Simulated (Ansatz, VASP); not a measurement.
**Two plane-wave programs on WF**

```
W F
1.0
     1.36589    0.78860    5.06960
    -1.36589    0.78860    5.06960
     0.00000   -1.57719    5.06960
W F
1 1
Cartesian
  0.0000 0.0000 12.3818
  0.0000 0.0000 14.2525
```

Alike in both runs: functional PBE; k mesh 11 × 11 × 11; occupations fermi-dirac, width 0.05 eV; no spin polarisation; Hubbard terms W d U = 4.0 eV.

```csv
,VASP,Ansatz
version,VASP 6.6.1,Ansatz 0.2.0
potentials or method,"VASP PAW PBE potentials, release 64 (W_sv, F)",Ansatz PAW
plane-wave cutoff (eV),520,420
valence electrons in the cell,21,21
task,single point,projected density of states
```

Ansatz gave:

| Item | Value |
| --- | --- |
| gap on the k mesh at the Fermi level (eV) | none |
| pressure (GPa) | 1.9 |
| traceless stress, the component that is largest in VASP (GPa) | -2.54 |
| rms of the force components (eV/Å) | 0.039 |

Problem. Estimate VASP's values.

Solution. gap on the k mesh at the Fermi level (eV): none; pressure (GPa): 6.6; traceless stress, the component that is largest in VASP (GPa): 1.32; rms of the force components (eV/Å): 0.519.

The programs project onto different local orbitals, so the same U acts differently, and such runs can settle in different states. Atom by atom the forces differ by 0.480 eV/Å (rms over components). A gap of «none» marks a metal or a gap that the smearing closes.

Neither program's run includes spin-orbit coupling.
